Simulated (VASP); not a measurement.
Al2Pt:

```
Pt Al
1.0
     0.00000    3.01296    3.01296
     3.01296    0.00000    3.01296
     3.01296    3.01296    0.00000
Pt Al
1 2
Direct
  0.00000 0.00000 0.00000
  0.75000 0.75000 0.75000
  0.25000 0.25000 0.25000
```

Base run:

| Quantity | Value |
| --- | --- |
| Program | VASP 6.6.1 |
| Functional | PBE |
| Potentials or basis | VASP PAW PBE potentials, release 64 (Pt, Al) |
| Cutoff | 520 eV |
| k mesh | 8 × 8 × 8 |
| Occupations | fermi-dirac, width 0.05 eV |
| Spin | no spin polarisation |

Its results: band gap on the k mesh zero (band 8 reaches 11.01 eV, above the bottom of band 9 at 5.74 eV); pressure -4.8 GPa.

The run is repeated on the same cell with these changes: functional from PBE to PBEsol. What comes out?

Band gap on the k mesh zero (band 8 reaches 10.87 eV, above the bottom of band 9 at 5.63 eV); pressure -7.9 GPa.

PBEsol binds more tightly than PBE, so the same cell stands under less pressure.

Caveats: spin-orbit coupling is left out, which moves the levels of the heavy elements; the PAW data sets were made with another functional, which shifts forces and pressure a little (some runs).
